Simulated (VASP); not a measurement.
# MoSe (Pm-3m) in VASP: notebook

MoSe is run at these levels: PBE, HF, r2SCAN; tasks: single point, relaxation of cell and atoms.

Everything below comes from runs of VASP 6.6.1. Logs are shortened: lines on timing, memory, paths and dates and some standing lists are left out, and cuts for length are marked.

## Step 1: The cell of the first run

The structure is cubic, space group Pm-3m (No. 221). The conventional cell has a = 3.500 Å, b = 3.500 Å, c = 3.500 Å, α = 90.00°, β = 90.00°, γ = 90.00°. Within 4.0 Å of Mo (site symmetry m-3m) lie 8 Se at 3.03 Å and 6 Mo at 3.50 Å. Within 4.0 Å of Se (site symmetry m-3m) lie 8 Mo at 3.03 Å and 6 Se at 3.50 Å.

The cell was built from a structure type or drawn by symmetry, and may not be a known phase.

## Step 2: Single point, PBE

Contents of INCAR:

```
PREC = Accurate
ENCUT = 500
EDIFF = 1E-6
ISMEAR = -1
SIGMA = 0.05
LREAL = F
LASPH = T
NELM = 120
ALGO = Normal
ISIF = 2
LWAVE = F
LCHARG = F
GGA = PE
NBANDS = 17
GGA_COMPAT = F
```

Contents of KPOINTS:

```
regular mesh
0
Gamma
  8 8 8
```

Contents of POSCAR:

```
MoSe
1.0
    3.5002295900      0.0000000000      0.0000000000
    0.0000000000      3.5002295900      0.0000000000
    0.0000000000      0.0000000000      3.5002295900
Mo Se
1 1
Direct
    0.0000000000      0.0000000000      0.0000000000
    0.5000000000      0.5000000000      0.5000000000
```

Potentials or basis: VASP PAW PBE potentials, release 64 (Mo_sv, Se).

Command:

```console
cat potpaw_PBE.64/Mo_sv/POTCAR potpaw_PBE.64/Se/POTCAR > POTCAR
mpirun -np 1 vasp_std > vasp.out
```

OUTCAR:

```text
PREC = Accurate
   ENCUT = 500
   EDIFF = 1E-6
   ISMEAR = -1
   LREAL = F
   LASPH = T
   NELM = 120
   ISIF = 2
   GGA = PE

 ion  position               nearest neighbor table
   1  0.000  0.000  0.000-   2 3.03   2 3.03   2 3.03   2 3.03   2 3.03   2 3.03   2 3.03   2 3.03

   2  0.500  0.500  0.500-   1 3.03   1 3.03   1 3.03   1 3.03   1 3.03   1 3.03   1 3.03   1 3.03

  LATTYP: Found a simple cubic cell.
 ALAT       =     3.5002295900

  Lattice vectors:

 A1 = (   3.5002295900,   0.0000000000,   0.0000000000)
 A2 = (   0.0000000000,   3.5002295900,   0.0000000000)
 A3 = (   0.0000000000,   0.0000000000,   3.5002295900)

Analysis of symmetry for initial positions (statically):
=====================================================================
 Subroutine PRICEL returns:
 Original cell was already a primitive cell.

 Routine SETGRP: Setting up the symmetry group for a
 simple cubic supercell.

 Subroutine GETGRP returns: Found 48 space group operations
 (whereof 48 operations were pure point group operations)
 out of a pool of 48 trial point group operations.

The static configuration has the point symmetry O_h .

Analysis of symmetry for dynamics (positions and initial velocities):
=====================================================================
 Subroutine PRICEL returns:
 Original cell was already a primitive cell.

 Routine SETGRP: Setting up the symmetry group for a
 simple cubic supercell.

 Subroutine GETGRP returns: Found 48 space group operations
 (whereof 48 operations were pure point group operations)
 out of a pool of 48 trial point group operations.

The dynamic configuration has the point symmetry O_h .

 Subroutine INISYM returns: Found 48 space group operations
 (whereof 48 operations are pure point group operations),
 and found     1 'primitive' translations

----------------------------------------------------------------------------------------

                                     Primitive cell

  volume of cell :      42.8834

  direct lattice vectors                    reciprocal lattice vectors
     3.500229590  0.000000000  0.000000000     0.285695545  0.000000000  0.000000000
     0.000000000  3.500229590  0.000000000     0.000000000  0.285695545  0.000000000
     0.000000000  0.000000000  3.500229590     0.000000000  0.000000000  0.285695545

  length of vectors
     3.500229590  3.500229590  3.500229590     0.285695545  0.285695545  0.285695545

  position of ions in fractional coordinates (direct lattice)
     0.000000000  0.000000000  0.000000000
     0.500000000  0.500000000  0.500000000

  ion indices of the primitive-cell ions
   primitive index   ion index
                 1           1
                 2           2

----------------------------------------------------------------------------------------

 KPOINTS: regular mesh

Automatic generation of k-mesh.
 Grid dimensions read from file:
 generate k-points for:    8    8    8

 Generating k-lattice:

  Cartesian coordinates                     Fractional coordinates (reciprocal lattice)
     0.035711943  0.000000000  0.000000000     0.125000000  0.000000000  0.000000000
     0.000000000  0.035711943  0.000000000     0.000000000  0.125000000  0.000000000
     0.000000000  0.000000000  0.035711943     0.000000000  0.000000000  0.125000000

  Length of vectors
     0.035711943  0.035711943  0.035711943

  Shift w.r.t. Gamma in fractional coordinates (k-lattice)
     0.000000000  0.000000000  0.000000000

 Subroutine IBZKPT returns following result:
 ===========================================

 Found     35 irreducible k-points:

 Following reciprocal coordinates:
            Coordinates               Weight
  0.000000  0.000000  0.000000      1.000000
  0.125000  0.000000  0.000000      6.000000
  0.250000  0.000000  0.000000      6.000000
  0.375000  0.000000  0.000000      6.000000
  0.500000  0.000000  0.000000      3.000000
  0.125000  0.125000  0.000000     12.000000
[... 16 lines left out ...]
  0.375000  0.375000  0.125000     24.000000
  0.500000  0.375000  0.125000     24.000000
 [... further k-points ...]
   k-points           NKPTS =     35   k-points in BZ     NKDIM =     35   number of bands    NBANDS=     17
   number of dos      NEDOS =    301   number of ions     NIONS =      2
   total plane-waves  NPLWV =  21952
   dimension x,y,z NGX =    28 NGY =   28 NGZ =   28
   dimension x,y,z NGXF=    56 NGYF=   56 NGZF=   56
   ions per type =               1   1
   NGX,Y,Z   is equivalent  to a cutoff of  13.30, 13.30, 13.30 a.u.
   NGXF,Y,Z  is equivalent  to a cutoff of  26.60, 26.60, 26.60 a.u.
 SYSTEM =  unknown system
   PREC   = accura    normal or accurate (medium, high low for compatibility)
   ISTART =      0    job   : 0-new  1-cont  2-samecut
   ICHARG =      2    charge: 1-file 2-atom 10-const
   ISPIN  =      1    spin polarized calculation?
   LNONCOLLINEAR =      F non collinear calculations
   LSORBIT =      F    spin-orbit coupling
   LASPH  =      T    aspherical Exc in radial PAW
   ENCUT  =  500.0 eV  36.75 Ry    6.06 a.u.   6.38  6.38  6.38*2*pi/ulx,y,z
   NELM   =    120;   NELMIN=  2; NELMDL= -5     # of ELM steps
   EDIFF  = 0.1E-05   stopping-criterion for ELM
   LREAL  =      F    real-space projection
   EDIFFG = 0.1E-04   stopping-criterion for IOM
   NSW    =      0    number of steps for IOM
   IBRION =     -1    ionic relax: 0-MD 1-quasi-New 2-CG
   NFREE  =      0    steps in history (QN), initial steepest desc. (CG)
   ISIF   =      2    stress and relaxation
   ISYM   =      2    0-nonsym 1-usesym 2-fastsym
   POTIM  = 0.5000    time-step for ionic-motion
   TEBEG  =    0.0;   TEEND  =   0.0 temperature during run
   PSTRESS=    0.0 pullay stress
   NELECT =      20.0000    total number of electrons
   NUPDOWN=      -1.0000    fix difference up-down
   EMIN   =  10.00;   EMAX   =-10.00  energy-range for DOS
   EFERMI =   0.00;   METHOD = LEGACY
   ISMEAR =    -1;   SIGMA  =   0.05  broadening in eV -4-tet -1-fermi 0-gaus
   EFERMI_NEDOS =   21; number of points for ismear=-14 and -15
   IALGO  =     38    algorithm
   IMIX   =      4    mixing-type and parameters
     AMIX     =   0.40;   BMIX     =  1.00
     AMIX_MAG =   1.60;   BMIX_MAG =  1.00
  volume/ion in A,a.u.               =      21.44       144.70
  Fermi-wavevector in a.u.,A,eV,Ry     =   1.269565  2.399130 21.929809  1.611795
  Thomas-Fermi vector in A             =   2.402599
   LORBIT       =      0    0 simple, 1 ext, 2 COOP (PROOUT), +10 PAW based schemes
   GGA     = PE    functional components
   LHFCALC =     F    Hartree Fock is set to
   AEXX    =    0.0000 exact exchange contribution
   IVDW    =     0    specifies the selected vdW correction
   LEPSILON=     F    determine dielectric tensor
   LRPA    =     F    only Hartree local field effects (RPA)
 non-spin polarized calculation
  energy-cutoff  :      500.00
  volume of cell :       42.88
 maximum number of plane-waves:      1108
 NGX is ok and might be reduce to    28
   NGX = 13   NGY = 13   NGZ = 13

 number of electron      20.0000002 magnetization

 Free energy of the ion-electron system (eV)
  ---------------------------------------------------
  ext. energy  EPLUGINS =         0.00000000
  ---------------------------------------------------
  free energy    TOTEN  =       -12.92003630 eV

  energy without entropy =      -12.89130716  energy(sigma->0) =      -12.90567173

 E-fermi :   6.9569     XC(G=0): -10.9868

 val. band max:        6.9324351350   @ k =   0.5000   0.2500   0.0000
 cond. band min:       6.9601875475   @ k =   0.3750   0.1250   0.1250
 fundamental gap:      0.0277524126
 Fermi energy:         6.9569338531

 k-point     1 :       0.0000    0.0000    0.0000
  band No.  band energies     occupation
      1     -54.3379      2.00000
      2     -28.3394      2.00000
      3     -28.3394      2.00000
      4     -28.3394      2.00000
      5      -7.4430      2.00000
      6       4.8395      2.00000
[... 9 lines left out ...]
     16      15.2985      0.00000
     17      20.7243      0.00000

 k-point     2 :       0.1250    0.0000    0.0000
  band No.  band energies     occupation
      1     -54.3372      2.00000
      2     -28.3514      2.00000
      3     -28.3384      2.00000
      4     -28.3384      2.00000
      5      -7.3340      2.00000
      6       3.7198      2.00000
[... 9 lines left out ...]
     16      15.6829      0.00000
     17      19.0919      0.00000

 k-point     3 :       0.2500    0.0000    0.0000
  band No.  band energies     occupation
      1     -54.3357      2.00000
      2     -28.3801      2.00000
      3     -28.3359      2.00000
      4     -28.3359      2.00000
      5      -7.0474      2.00000
      6       2.1213      2.00000
[... 9 lines left out ...]
     16      16.0348      0.00000
     17      17.0446      0.00000

 k-point     4 :       0.3750    0.0000    0.0000
  band No.  band energies     occupation
      1     -54.3341      2.00000
      2     -28.4086      2.00000
      3     -28.3333      2.00000
      4     -28.3333      2.00000
      5      -6.7169      2.00000
      6       0.9153      2.00000
[... 9 lines left out ...]
     16      14.7126      0.00000
     17      15.5091      0.00000
[... 343 lines left out ...]
      1     -54.3306      2.00000
      2     -28.4139      2.00000
      3     -28.3702      2.00000
      4     -28.3403      2.00000
      5      -6.2970      2.00000
      6       1.2828      2.00000
[... 9 lines left out ...]
     16      14.5701      0.00000
     17      15.9951      0.00000

 k-point    23 :       0.3750    0.3750    0.1250
  band No.  band energies     occupation
      1     -54.3296      2.00000
      2     -28.3994      2.00000
      3     -28.3985      2.00000
      4     -28.3389      2.00000
      5      -6.2178      2.00000
      6       1.9992      2.00000
[... 9 lines left out ...]
     16      15.1881      0.00000
     17      16.8076      0.00000

 k-point    24 :       0.5000    0.3750    0.1250
  band No.  band energies     occupation
      1     -54.3290      2.00000
      2     -28.4103      2.00000
      3     -28.3975      2.00000
      4     -28.3379      2.00000
      5      -6.1329      2.00000
      6       1.8611      2.00000
[... 9 lines left out ...]
     16      14.7314      0.00000
     17      17.1726      0.00000

 [... further k-points ...]

------------------------ aborting loop because EDIFF is reached ----------------------------------------

  FORCE on cell =-STRESS in cart. coord.  units (eV):
  Direction    XX          YY          ZZ          XY          YZ          ZX
  --------------------------------------------------------------------------------------
  -------------------------------------------------------------------------------------
  Total       -6.9605888     -6.9605888     -6.9605888     -0.0000000     -0.0000000      0.0000000
  in kB     -260.0560534   -260.0560534   -260.0560534     -0.0000000     -0.0000000      0.0000000
  external PRESSURE =    -260.0560534 kB  Pullay stress =       0.0000000 kB

 VOLUME and BASIS-vectors are now :
 -----------------------------------------------------------------------------
  energy-cutoff  :      500.00
  volume of cell :       42.88
      direct lattice vectors                 reciprocal lattice vectors
     3.500229590  0.000000000  0.000000000     0.285695545  0.000000000  0.000000000
     0.000000000  3.500229590  0.000000000     0.000000000  0.285695545  0.000000000
     0.000000000  0.000000000  3.500229590     0.000000000  0.000000000  0.285695545

 POSITION                                       TOTAL-FORCE (eV/Angst)
 -----------------------------------------------------------------------------------
      0.00000      0.00000      0.00000         0.000000      0.000000      0.000000
      1.75011      1.75011      1.75011         0.000000      0.000000      0.000000
 -----------------------------------------------------------------------------------
    total drift:                               -0.000000      0.000000     -0.000000

  FREE ENERGIE OF THE ION-ELECTRON SYSTEM (eV)
  ---------------------------------------------------
  free  energy   TOTEN  =       -12.9200363019 eV

  energy  without entropy=      -12.8913071647  energy(sigma->0) =      -12.90567173
```

Wall time 13 s (1 thread of Intel Xeon 6975P-C (Granite Rapids), shared host); peak memory 0.16 GiB.

Results:

```yaml
Free_energy: -12.9200 eV
Pressure: -26.0 GPa
Band_gap_on_the_k_mesh: zero (bands 10 and 11 overlap by 1.85 eV)
```

Caveat: the cell stands under tension.

## Step 3: Relaxation of cell and atoms, HF

POSCAR is that of step 2.

Contents of INCAR.step1:

```
PREC = Accurate ; ENCUT = 600
EDIFF = 1E-5 ; ISMEAR = -1
SIGMA = 0.05 ; LREAL = F
LASPH = T ; NELM = 80
ALGO = Normal ; LWAVE = T
LCHARG = F ; GGA = PE
NBANDS = 17
```

Contents of INCAR.step2:

```
PREC = Accurate ; ENCUT = 600
EDIFF = 1E-6 ; ISMEAR = -1
SIGMA = 0.05 ; LREAL = F
LASPH = T ; NELM = 80
ALGO = Normal ; ISIF = 3
LWAVE = F ; LCHARG = F
GGA = PE ; LHFCALC = T
AEXX = 1.0 ; ALDAC = 0.0
AGGAC = 0.0 ; PRECFOCK = Normal
IBRION = 2 ; NSW = 60
EDIFFG = -0.01 ; ISTART = 1
```

Contents of KPOINTS:

```
Automatic mesh
0
Gamma
  4 4 4
```

Potentials or basis: VASP PAW PBE potentials, release 64 (Mo_sv, Se).

Command:

```console
cat potpaw_PBE.64/Mo_sv/POTCAR potpaw_PBE.64/Se/POTCAR > POTCAR
cp INCAR.step1 INCAR
mpirun -np 1 vasp_std > vasp.out
cp INCAR.step2 INCAR
mpirun -np 1 vasp_std > vasp.out
```

Wall time 19 min (1 thread of Intel Xeon 6975P-C (Granite Rapids), shared host); peak memory 0.19 GiB.

It converged, with:

```
Free energy                           : -30.9377 eV
Relaxed volume                        : 20.69 Å³/atom
Relaxed cell                          : a = 3.459 Å, b = 3.459 Å, c = 3.459 Å, α = 90.00°, β = 90.00°, γ = 90.00°
Space group after relaxing (to 0.1 Å) : Pm-3m (No. 221)
Energy gained by relaxing             : 6.5 meV/atom
Ionic steps                           : 3
Pressure after relaxing               : 0.0 GPa
Band gap on the k mesh                : 7.84 eV (least direct gap 7.92 eV)
```

Step by step:
```
step  energy change (eV)  largest force (eV/Å)  pressure (GPa)  volume (Å³)
   1              0.0000                0.0000           -2.69        42.88
   2             -0.0100                0.0000            1.38        40.69
   3             -0.0131                0.0000            0.02        41.38
```

Final structure:
```
Mo Se
1.0
     3.45878    0.00000    0.00000
     0.00000    3.45878    0.00000
     0.00000    0.00000    3.45878
Mo Se
1 1
Direct
  0.00000 0.00000 0.00000
  0.50000 0.50000 0.50000
```

Levels at points of the mesh, in eV from the valence-band top:
| k point | band 6 | band 7 | band 8 | band 9 | band 10 | band 11 | band 12 | band 13 | band 14 |
| --- | --- | --- | --- | --- | --- | --- | --- | --- | --- |
| (0.00, 0.00, 0.00) | -5.38 | -5.38 | -1.77 | -1.77 | -1.77 | 8.64 | 9.67 | 9.67 | 9.67 |
| (0.50, 0.00, 0.00) | -8.93 | -4.92 | -2.29 | -2.29 | -1.12 | 10.21 | 11.68 | 11.92 | 11.92 |
| (0.50, 0.50, 0.00) | -6.13 | -6.13 | -4.57 | -1.34 | 0.00 | 7.92 | 7.92 | 8.53 | 9.57 |
| (0.50, 0.50, 0.50) | -6.40 | -6.40 | -6.40 | -1.16 | -1.16 | 9.29 | 12.67 | 12.68 | 12.68 |

Caveat: the k points lie up to 0.45 Å⁻¹ apart in the final cell; the PAW data sets were made with another functional, which shifts forces and pressure a little. A k mesh can miss the band edges.

(Continued in part 2 of 2.)
